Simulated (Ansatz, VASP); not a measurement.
# BP in VASP and in Ansatz

```
CELL_PARAMETERS angstrom
3.07991 0.00000 0.00000
-1.53995 2.66728 0.00000
0.00000 0.00000 5.01457
ATOMIC_POSITIONS crystal
B 0.00000 0.00000 0.00000
B 0.00000 0.00000 0.50000
P 0.33333 0.66667 0.25000
P 0.66667 0.33333 0.75000
```

Alike in both runs: task single point; functional PBE; k mesh 3 × 3 × 3; occupations fermi-dirac, width 0.02 eV; no spin polarisation.

```csv
,VASP,Ansatz
version,VASP 6.6.1,Ansatz 0.2.0
potentials or method,"VASP PAW PBE potentials, release 64 (B, P)",plane waves
plane-wave cutoff (eV),500,420
valence electrons in the cell,16,16
```

|  | VASP | Ansatz | Ansatz less VASP |
| --- | --- | --- | --- |
| pressure (GPa) | 3.9 | 4.2 | +0.22 |
| traceless stress, the component that is largest in VASP (GPa) | 9.40 | 9.44 | +0.034 |

The functional is the same, so the differences come from potentials, cutoffs and numerics.

The k mesh is coarse, so the values compare programs but aren't converged.
